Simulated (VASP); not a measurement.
**Mg: relaxation of volume and atoms at fixed shape with PBE**

Crystal: Mg.

```
Mg
1.0
     3.20930    0.00000    0.00000
    -1.60465    2.77934    0.00000
     0.00000    0.00000    5.21030
Mg
2
Direct
  0.33333 0.66667 0.25000
  0.66667 0.33333 0.75000
```

- Program: VASP 6.6.1
- Task: relaxation of volume and atoms at fixed shape
- Functional: PBE
- Potentials or basis: VASP PAW PBE potentials, release 64 (Mg)
- Cutoff: 600 eV
- k mesh: 9 × 9 × 5
- Occupations: gaussian, width 0.05 eV
- Spin: no spin polarisation
- Dipole correction: no
- Further INCAR settings: ALGO = Normal; EDIFF = 1e-07; IBRION = 2; EDIFFG = -0.03; NSW = 60; ISIF = 8

| Quantity | Value |
| --- | --- |
| Relaxed volume | 22.93 Å³/atom |
| Relaxed cell | a = 3.195 Å, b = 3.195 Å, c = 5.187 Å, α = 90.00°, β = 90.00°, γ = 120.00° |
| Space group after relaxing (to 0.05 Å) | P6_3/mmc (No. 194) |
| Energy gained by relaxing | 0.8 meV/atom |
| Ionic steps | 2 |
| Pressure after relaxing | -0.2 GPa |
| Band gap on the k mesh | zero (band 2 reaches 3.63 eV, above the bottom of band 3 at 1.40 eV) |

Stress tensor (GPa, compression positive):
```
-0.28  0.00  0.00
 0.00 -0.28  0.00
 0.00  0.00  0.08
```

Step by step:
```
step  energy change (eV)  largest force (eV/Å)  pressure (GPa)  volume (Å³)
   1              0.0000                0.0000           -0.63        46.47
   2             -0.0015                0.0000           -0.16        45.86
```

Final structure:
```cif
data_structure
_symmetry_space_group_name_H-M 'P 1'
_symmetry_Int_Tables_number 1
_cell_length_a 3.1951
_cell_length_b 3.1951
_cell_length_c 5.1872
_cell_angle_alpha 90.000
_cell_angle_beta 90.000
_cell_angle_gamma 120.000
_cell_volume 45.86
loop_
_atom_site_label
_atom_site_type_symbol
_atom_site_fract_x
_atom_site_fract_y
_atom_site_fract_z
_atom_site_occupancy
Mg1 Mg 0.33333 0.66667 0.25000 1
Mg2 Mg 0.66667 0.33333 0.75000 1
```

Levels at points of the mesh, in eV from the Fermi level:
```tsv
k point	band 1	band 2	band 3	band 4	band 5	band 6
(0.00, 0.00, 0.00)	-6.88	-1.63	-1.19	11.00	11.00	11.11
```

It took 17 s on 1 thread of Intel(R) Xeon(R) Platinum 8488C (Sapphire Rapids), on a shared host, peak memory 0.18 GiB.
